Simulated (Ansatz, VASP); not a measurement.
**Al2O3 in VASP and in Ansatz**

```xyz
10
Lattice="2.3791 1.3736 4.3299 -2.3791 1.3736 4.3299 0.0000 -2.7471 4.3299" Properties=species:S:1:pos:R:3 pbc="T T T"
Al    0.0000    0.0000    4.5761
Al    0.0000    0.0000    1.9187
Al    0.0000    0.0000    8.4136
Al    0.0000    0.0000   11.0710
O    -0.9221    1.3736    7.5773
O    -0.7285   -1.4853    7.5773
O     1.6506    0.1118    7.5773
O     0.9221   -1.3736    5.4124
O     0.7285    1.4853    5.4124
O    -1.6506   -0.1118    5.4124
```

Alike in both runs: task relaxation of cell and atoms; functional PBEsol; k mesh 6 × 6 × 6; occupations gaussian, width 0.02 eV; no spin polarisation.

|  | VASP | Ansatz |
| --- | --- | --- |
| version | VASP 6.6.1 | Ansatz 0.2.0 |
| potentials or method | VASP PAW PBE potentials, release 64 (Al, O), cutoff 600 eV | scalar-relativistic, plane waves, PAW |
| valence electrons in the cell | 48 | 48 |

VASP gave:

* gap on the k mesh at the Fermi level, each at its own relaxed structure (eV): 6.05
* relaxed volume (Å³/atom): 8.55
* relaxed length of the cell vector where the two differ most in proportion (Å): 5.138

Estimate Ansatz's values.

gap on the k mesh at the Fermi level, each at its own relaxed structure (eV): 6.04; relaxed volume (Å³/atom): 8.56; relaxed length of the cell vector where the two differ most in proportion (Å): 5.139.

VASP's potentials were made for PBE, not for PBEsol, and Ansatz warns of the same on its side.
